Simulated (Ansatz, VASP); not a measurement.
# Sb: VASP beside Ansatz

```
CELL_PARAMETERS angstrom
2.15420 1.24373 3.75800
-2.15420 1.24373 3.75800
0.00000 -2.48746 3.75800
ATOMIC_POSITIONS crystal
Sb 0.76651 0.76651 0.76651
Sb 0.23349 0.23349 0.23349
```

Alike in both runs: task single point; functional PBE; k mesh 6 × 6 × 6; occupations fermi-dirac, width 0.03 eV; no spin polarisation.

|  | VASP | Ansatz |
| --- | --- | --- |
| version | VASP 6.6.1 | Ansatz 0.2.0 |
| potentials or method | VASP PAW PBE potentials, release 64 (Sb), cutoff 520 eV | all-electron LAPW, scalar-relativistic |

VASP gave:

```
gap on the k mesh at the Fermi level (eV)                     : none
pressure (GPa)                                                : 2.8
traceless stress, the component that is largest in VASP (GPa) : -0.24
rms of the force components (eV/Å)                            : 0.063
```

Question: Estimate Ansatz's values.

Answer: gap on the k mesh at the Fermi level (eV): none; pressure (GPa): 2.8; traceless stress, the component that is largest in VASP (GPa): -0.21; rms of the force components (eV/Å): 0.039.

Atom by atom the forces differ by 0.024 eV/Å (rms over components). A gap of «none» marks a metal or a gap that the smearing closes. Ansatz ran all-electron here, and VASP with PAW potentials.

Neither program's run includes spin-orbit coupling. Noted on Ansatz's run: the k mesh is thin for a metal, which can move the energy by tens of meV per atom.
